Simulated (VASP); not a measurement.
W, 8 atoms in the cell. Symmetry: Pm-3n, No. 223, cubic system. The conventional cell has a = 5.083 Å, b = 5.083 Å, c = 5.083 Å, α = 90.00°, β = 90.00°, γ = 90.00°. Within 3.7 Å of W (site symmetry m-3) lie 12 W at 2.84 Å. Within 3.4 Å of W (site symmetry -4m2) lie 14 W at 2.54 to 3.11 Å. 

- Program: VASP 6.6.1
- Task: single point
- Functional: r2SCAN
- Potentials or basis: VASP PAW PBE potentials, release 64 (W_sv)
- Cutoff: 520 eV
- k mesh: 8 × 8 × 8
- Occupations: gaussian, width 0.1 eV
- Spin: no spin polarisation
- Dipole correction: no
- Further INCAR settings: ALGO = Normal; EDIFF = 1e-06; NBANDS = 66

Potentials or basis: VASP PAW PBE potentials, release 64 (W_sv).

Command:

```sh
$ cat potpaw_PBE.64/W_sv/POTCAR > POTCAR
$ cp INCAR.step1 INCAR
$ mpirun -np 1 vasp_std > vasp.out
$ cp INCAR.step2 INCAR
$ mpirun -np 1 vasp_std > vasp.out
```

Hardware: 1 thread of Intel Xeon 8259CL, on a shared host.

Task: How long does it take, and how much memory?

Result: Run time: 24 min on 1 thread of Intel Xeon 8259CL, on a shared host, peak memory 0.38 GiB. Counts: k points 35.
